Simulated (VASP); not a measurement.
# Be2Te (Fm-3m) in VASP: a series of runs, part 2 of 2

VASP 6.6.1. The steps go on from the part before.

## Step 3: Relaxation of cell and atoms, PBE

This run uses another cell than the first one, of 18.53 Å³/atom.

Input file INCAR:

```
ALGO = Fast
EDIFF = 1E-6
EDIFFG = -0.01
ENCUT = 600
GGA = PE
IBRION = 2
ISIF = 3
ISMEAR = 0
LASPH = True
LCHARG = False
LREAL = False
LWAVE = False
NELM = 60
NSW = 100
PREC = Accurate
SIGMA = 0.1
```

Input file KPOINTS:

```
k-points
0
Gamma
  14 14 14
```

Input file POSCAR:

```
Be2Te
1.0
    0.0000000000      3.0294154343      3.0294154343
    3.0294154343      0.0000000000      3.0294154343
    3.0294154343      3.0294154343      0.0000000000
Be Te
2 1
Direct
    0.2500000000      0.2500000000      0.2500000000
    0.7500000000      0.7500000000      0.7500000000
    0.0000000000      0.0000000000      0.0000000000
```

Potentials or basis: VASP PAW PBE potentials, release 64 (Be, Te).

Launch:

```console
cat potpaw_PBE.64/Be/POTCAR potpaw_PBE.64/Te/POTCAR > POTCAR
mpirun -np 1 vasp_std > vasp.out
```

OUTCAR:

```text
EDIFF = 1E-6
   EDIFFG = -0.01
   ENCUT = 600
   GGA = PE
   IBRION = 2
   ISIF = 3
   ISMEAR = 0
   LASPH = True
   LREAL = False
   NELM = 60
   NSW = 100
   PREC = Accurate

 ion  position               nearest neighbor table
   1  0.250  0.250  0.250-   3 2.62   3 2.62   3 2.62   3 2.62
   2  0.750  0.750  0.750-   3 2.62   3 2.62   3 2.62   3 2.62
   3  0.000  0.000  0.000-   2 2.62   2 2.62   2 2.62   1 2.62   1 2.62   1 2.62   2 2.62   1 2.62

  LATTYP: Found a face centered cubic cell.
 ALAT       =     6.0588308686

  Lattice vectors:

 A1 = (   0.0000000000,   3.0294154343,   3.0294154343)
 A2 = (   3.0294154343,   0.0000000000,   3.0294154343)
 A3 = (   3.0294154343,   3.0294154343,   0.0000000000)

Analysis of symmetry for initial positions (statically):
=====================================================================
 Subroutine PRICEL returns:
 Original cell was already a primitive cell.

 Routine SETGRP: Setting up the symmetry group for a
 face centered cubic supercell.

 Subroutine GETGRP returns: Found 48 space group operations
 (whereof 48 operations were pure point group operations)
 out of a pool of 48 trial point group operations.

The static configuration has the point symmetry O_h .

Analysis of symmetry for dynamics (positions and initial velocities):
=====================================================================
 Subroutine PRICEL returns:
 Original cell was already a primitive cell.

 Routine SETGRP: Setting up the symmetry group for a
 face centered cubic supercell.

 Subroutine GETGRP returns: Found 48 space group operations
 (whereof 48 operations were pure point group operations)
 out of a pool of 48 trial point group operations.

The dynamic configuration has the point symmetry O_h .

 Subroutine INISYM returns: Found 48 space group operations
 (whereof 48 operations are pure point group operations),
[... 134 lines left out ...]
  volume of cell :       55.60
 maximum number of plane-waves:      1874
 NGX is ok and might be reduce to    36
   NGX = 17   NGY = 17   NGZ = 17

--------------------------------------- Ionic step        1  -------------------------------------------

 number of electron      10.0000000 magnetization

 Free energy of the ion-electron system (eV)
  ---------------------------------------------------
  ext. energy  EPLUGINS =         0.00000000
  ---------------------------------------------------
  free energy    TOTEN  =        -7.86565710 eV

  energy without entropy =       -7.85843178  energy(sigma->0) =       -7.86204444

------------------------ aborting loop because EDIFF is reached ----------------------------------------

  FORCE on cell =-STRESS in cart. coord.  units (eV):
  Direction    XX          YY          ZZ          XY          YZ          ZX
  --------------------------------------------------------------------------------------
  -------------------------------------------------------------------------------------
  Total        0.2494733      0.2494733      0.2494733      0.0000000      0.0000000     -0.0000000
  in kB        7.1883316      7.1883316      7.1883316      0.0000000      0.0000000     -0.0000000
  external PRESSURE =       7.1883316 kB  Pullay stress =       0.0000000 kB
[... 61 lines left out ...]
--------------------------------------- Ionic step        3  -------------------------------------------

 number of electron       9.9999999 magnetization

 Free energy of the ion-electron system (eV)
  ---------------------------------------------------
  ext. energy  EPLUGINS =         0.00000000
  ---------------------------------------------------
  free energy    TOTEN  =        -7.86755468 eV

  energy without entropy =       -7.86034592  energy(sigma->0) =       -7.86395030

 E-fermi :   6.3476     XC(G=0):  -9.2666

 val. band max:        6.3301224421   @ k =  -0.2857   0.4286   0.1429
 cond. band min:       6.3574869010   @ k =   0.2857   0.2857   0.0000
 fundamental gap:      0.0273644588
 Fermi energy:         6.3476291228

 k-point     1 :       0.0000    0.0000    0.0000
  band No.  band energies     occupation
      1      -7.5763      2.00000
      2       3.5491      2.00000
      3       3.5491      2.00000
      4       3.5491      2.00000
      5       5.6923      2.00000
      6       6.1275      1.99814
      7       6.1275      1.99814
      8       6.1275      1.99814
      9       8.7214      0.00000
[... 265 lines left out ...]
 k-point    24 :       0.2857    0.1429    0.0000
  band No.  band energies     occupation
      1      -7.0890      2.00000
      2       0.6453      2.00000
      3       2.2990      2.00000
      4       2.3350      2.00000
      5       5.8040      2.00000
      6       6.8267      0.00000
      7       7.8319      0.00000
      8       7.9192      0.00000
      9      10.0887      0.00000

 [... further k-points ...]

------------------------ aborting loop because EDIFF is reached ----------------------------------------

  FORCE on cell =-STRESS in cart. coord.  units (eV):
  Direction    XX          YY          ZZ          XY          YZ          ZX
  --------------------------------------------------------------------------------------
  -------------------------------------------------------------------------------------
  Total       -0.0187457     -0.0187457     -0.0187457      0.0000000      0.0000000      0.0000000
  in kB       -0.5311348     -0.5311348     -0.5311348      0.0000000      0.0000000      0.0000000
  external PRESSURE =      -0.5311348 kB  Pullay stress =       0.0000000 kB
[... 18 lines left out ...]
  FREE ENERGIE OF THE ION-ELECTRON SYSTEM (eV)
  ---------------------------------------------------
  free  energy   TOTEN  =        -7.8675546772 eV

  energy  without entropy=       -7.8603459196  energy(sigma->0) =       -7.86395030

 reached required accuracy - stopping structural energy minimisation
```

OSZICAR:

```text
N       E                     dE             d eps       ncg     rms          rms(c)
DAV:   1     0.206810101352E+02    0.20681E+02   -0.41202E+03  1872   0.977E+02
DAV:   2    -0.671462668304E+01   -0.27396E+02   -0.26913E+02  2494   0.121E+02
DAV:   3    -0.790452745316E+01   -0.11899E+01   -0.11726E+01  2708   0.263E+01
[... 23 lines left out ...]
RMM:   3    -0.786756099887E+01    0.87038E-04   -0.44051E-04  1872   0.116E-01    0.399E-02
RMM:   4    -0.786756093547E+01    0.63408E-07   -0.36029E-05  1913   0.555E-02    0.304E-02
RMM:   5    -0.786755721927E+01    0.37162E-05   -0.51127E-06  1815   0.247E-02    0.162E-02
RMM:   6    -0.786755472836E+01    0.24909E-05   -0.19849E-06  1414   0.119E-02    0.518E-03
RMM:   7    -0.786755467723E+01    0.51131E-07   -0.29981E-07  1217   0.518E-03
   3 F= -.78675547E+01 E0= -.78639503E+01  d E =-.189758E-02
```

It took 60 s on 1 thread of Intel Xeon 6975P-C (Granite Rapids), shared host; peak memory 0.25 GiB.

Results:

| Item | Value |
| --- | --- |
| Free energy | -7.8676 eV |
| Relaxed volume | 18.85 Å³/atom |
| Relaxed cell | a = 4.308 Å, b = 4.308 Å, c = 4.308 Å, α = 60.00°, β = 60.00°, γ = 60.00° |
| Space group after relaxing (to 0.1 Å) | Fm-3m (No. 225) |
| Energy gained by relaxing | 0.6 meV/atom |
| Ionic steps | 3 |
| Pressure after relaxing | -0.1 GPa |
| Band gap on the k mesh | zero (bands 5 and 6 overlap by 1.89 eV) |

Step by step:
```csv
step,energy change (eV),largest force (eV/Å),pressure (GPa),volume (Å³)
1,0.0000,0.0000,0.72,55.60
2,-0.0018,0.0000,0.17,56.28
3,-0.0019,0.0000,-0.05,56.55
```

Final structure:
```xyz
3
Lattice="0.0000 3.0464 3.0464 3.0464 0.0000 3.0464 3.0464 3.0464 0.0000" Properties=species:S:1:pos:R:3 pbc="T T T"
Be    1.5232    1.5232    1.5232
Be    4.5697    4.5697    4.5697
Te    0.0000    0.0000    0.0000
```

Caveat: spin-orbit coupling is left out, which moves the levels of the heavy elements.
